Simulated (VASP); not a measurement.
# F (P6_3/mmc) in VASP: further runs, part 3 of 3

VASP 6.6.1.

### Step 5. Electric field gradients, PBE

This run uses another cell than the first one, of 10.66 Å³/atom.

The input, INCAR:

```
SYSTEM = F
ALGO     = Normal         ! electronic algorithm
EDIFF    = 1E-8           ! SCF threshold, eV
ENCUT    = 520            ! plane-wave cutoff, eV
GGA      = PE             ! functional
ISIF     = 2              ! what is computed and relaxed
ISMEAR   = -1             ! smearing method
LASPH    = .TRUE.         ! aspherical terms in the spheres
LCHARG   = .FALSE.        ! write CHGCAR
LEFG     = .TRUE.       
LREAL    = .FALSE.        ! projectors in reciprocal space
LWAVE    = .FALSE.        ! write WAVECAR
NBANDS   = 14             ! bands
NELM     = 60             ! most SCF steps
PREC     = Accurate       ! precision mode
SIGMA    = 0.08           ! smearing width, eV
```

The input, KPOINTS:

```
k-points
0
G
  19 19 10
  0 0 0
```

The input, POSCAR:

```
F
1.0
    2.9034933393      0.0000000000      0.0000000000
   -1.4517466697      2.5144989916      0.0000000000
    0.0000000000      0.0000000000      2.9206669336
F
2
Direct
    0.3333333333      0.6666666667      0.2500000000
    0.6666666667      0.3333333333      0.7500000000
```

Potentials or basis: VASP PAW PBE potentials, release 64 (F).

Launch:

```console
$ cat potpaw_PBE.64/F/POTCAR > POTCAR
$ mpirun -np 1 vasp_std > vasp.out
```

OUTCAR:

```text
SYSTEM = F
   EDIFF = 1E-8
   ENCUT = 520
   GGA = PE
   ISIF = 2
   ISMEAR = -1
   LASPH = .TRUE.
   LREAL = .FALSE.
   NELM = 60
   PREC = Accurate

 ion  position               nearest neighbor table
   1  0.333  0.667  0.250-
   2  0.667  0.333  0.750-

  LATTYP: Found a hexagonal cell.
 ALAT       =     2.9034933393
 C/A-ratio  =     1.0059148041

  Lattice vectors:

 A1 = (   2.9034933393,   0.0000000000,   0.0000000000)
 A2 = (  -1.4517466697,   2.5144989916,   0.0000000000)
 A3 = (   0.0000000000,   0.0000000000,   2.9206669336)

Analysis of symmetry for initial positions (statically):
=====================================================================
 Subroutine PRICEL returns:
 Original cell was already a primitive cell.

 Routine SETGRP: Setting up the symmetry group for a
 hexagonal supercell.

[... 597 lines left out ...]
  energy-cutoff  :      520.00
  volume of cell :       21.32
      direct lattice vectors                 reciprocal lattice vectors
     2.903493339  0.000000000  0.000000000     0.344412707  0.198846769  0.000000000
    -1.451746670  2.514498992  0.000000000     0.000000000  0.397693538  0.000000000
     0.000000000  0.000000000  2.920666934     0.000000000  0.000000000  0.342387551

 POSITION                                       TOTAL-FORCE (eV/Angst)
 -----------------------------------------------------------------------------------
     -0.00000      1.67633      0.73017        -0.000000      0.000000      0.000000
      1.45175      0.83817      2.19050         0.000000      0.000000      0.000000
 -----------------------------------------------------------------------------------
    total drift:                                0.000000     -0.000000      0.000000

  FREE ENERGIE OF THE ION-ELECTRON SYSTEM (eV)
  ---------------------------------------------------
  free  energy   TOTEN  =        -1.9642762038 eV

  energy  without entropy=       -1.8761702063  energy(sigma->0) =       -1.92022321

 Electric field gradients (V/A^2)
---------------------------------------------------------------------
 ion       V_xx      V_yy      V_zz      V_xy      V_xz      V_yz
---------------------------------------------------------------------
   1     -46.060   -46.058    92.118     0.002    -0.000     0.000
   2     -46.060   -46.058    92.118     0.002     0.000    -0.000
---------------------------------------------------------------------

 Electric field gradients after diagonalization (V/A^2)
 (convention: |V_zz| > |V_xx| > |V_yy|)
----------------------------------------------------------------------
 ion       V_xx      V_yy      V_zz     asymmetry (V_yy - V_xx)/ V_zz
----------------------------------------------------------------------
   1     -46.062   -46.056    92.118       0.000
   2     -46.062   -46.056    92.118       0.000
----------------------------------------------------------------------

           NMR quadrupolar parameters

 Cq : quadrupolar parameter    Cq=e*Q*V_zz/h
 eta: asymmetry parameters     (V_yy - V_xx)/ V_zz
 Q  : nuclear electric quadrupole moment in mb (millibarn)
----------------------------------------------------------------------
 ion       Cq(MHz)       eta       Q (mb)
----------------------------------------------------------------------
   1       0.223       0.000       1.000
   2       0.223       0.000       1.000
----------------------------------------------------------------------
```

OSZICAR:

```text
N       E                     dE             d eps       ncg     rms          rms(c)
DAV:   1     0.600904655796E+02    0.60090E+02   -0.87562E+03  6974   0.985E+02
DAV:   2    -0.440667854051E+00   -0.60531E+02   -0.58767E+02  8616   0.227E+02
DAV:   3    -0.197929855047E+01   -0.15386E+01   -0.15297E+01  7530   0.320E+01
DAV:   4    -0.198431868026E+01   -0.50201E-02   -0.50201E-02  7986   0.206E+00
DAV:   5    -0.198433757119E+01   -0.18891E-04   -0.18891E-04  7542   0.110E-01    0.178E+00
DAV:   6    -0.196455916123E+01    0.19778E-01   -0.19365E-02  7272   0.765E-01    0.616E-01
DAV:   7    -0.196387273785E+01    0.68642E-03   -0.53398E-03  7422   0.438E-01    0.686E-02
DAV:   8    -0.196428697159E+01   -0.41423E-03   -0.17765E-04  6924   0.128E-01    0.119E-02
DAV:   9    -0.196427920158E+01    0.77700E-05   -0.29999E-06  7668   0.206E-02    0.316E-03
DAV:  10    -0.196427775361E+01    0.14480E-05   -0.47013E-07  7014   0.766E-03    0.120E-03
DAV:  11    -0.196427648339E+01    0.12702E-05   -0.78627E-08  7374   0.261E-03    0.247E-04
DAV:  12    -0.196427623018E+01    0.25321E-06   -0.18740E-09  5370   0.508E-04    0.343E-05
DAV:  13    -0.196427620608E+01    0.24097E-07   -0.27932E-10  4194   0.195E-04    0.183E-05
DAV:  14    -0.196427620385E+01    0.22328E-08   -0.13134E-11  3636   0.491E-05
   1 F= -.19642762E+01 E0= -.19202232E+01  d E =-.881060E-01
```

It took 44 s on 1 thread of Intel Xeon 8259CL, shared host; peak memory 0.17 GiB.

What came out:

* Free energy: -1.9643 eV
* Pressure: -0.7 GPa
* Band gap on the k mesh: zero (bands 7 and 8 overlap by 1.51 eV)
* Largest electric field gradient by atom: F +92.1 V/Å²

Levels at points of the mesh, in eV from the Fermi level:
| k point | band 3 | band 4 | band 5 | band 6 | band 7 | band 8 | band 9 | band 10 | band 11 | band 12 |
| --- | --- | --- | --- | --- | --- | --- | --- | --- | --- | --- |
| (0.00, 0.00, 0.00) | -3.12 | -1.92 | -1.92 | -0.19 | -0.19 | 0.44 | 12.48 | 19.79 | 26.37 | 26.37 |
| (0.00, 0.00, 0.50) | -1.99 | -1.99 | -1.01 | -1.01 | -1.01 | -1.01 | 16.76 | 16.76 | 27.07 | 27.07 |

Electric field gradients, principal values (V/Å²):
| atom | least | middle | greatest (by size) |
| --- | --- | --- | --- |
| 1 F | -46.056 | -46.062 | 92.118 |
| 2 F | -46.056 | -46.062 | 92.118 |

Caveat: the atoms stand far beyond bonding distance, and open shells without spin polarisation read as a metal; without QUAD_EFG the Cq values of the log hold for a quadrupole moment of 1 mb, not for the nuclei.

### Step 6. The runs side by side

```tsv
cell	gap on the mesh (eV)	pressure (GPa)
a = 2.864, b = 2.864, c = 2.881 Å, angles 90.0, 90.0, 120.0°, 2 atoms	none	1.8
a = 2.884, b = 2.884, c = 2.901 Å, angles 90.0, 90.0, 120.0°, 2 atoms	none	0.5
a = 2.903, b = 2.903, c = 2.921 Å, angles 90.0, 90.0, 120.0°, 2 atoms	none	-0.7
```

Alike in all rows: task electric field gradients; level PBE; potentials or basis VASP PAW PBE potentials, release 64 (F); no spin polarisation; k mesh 19 × 19 × 10; cutoff (eV) 520; smearing fermi-dirac 0.08 eV.

Caveats: the atoms stand far beyond bonding distance, and open shells without spin polarisation read as a metal.

Total energies depend on the potentials used, so only differences within one code and one set of settings carry meaning.
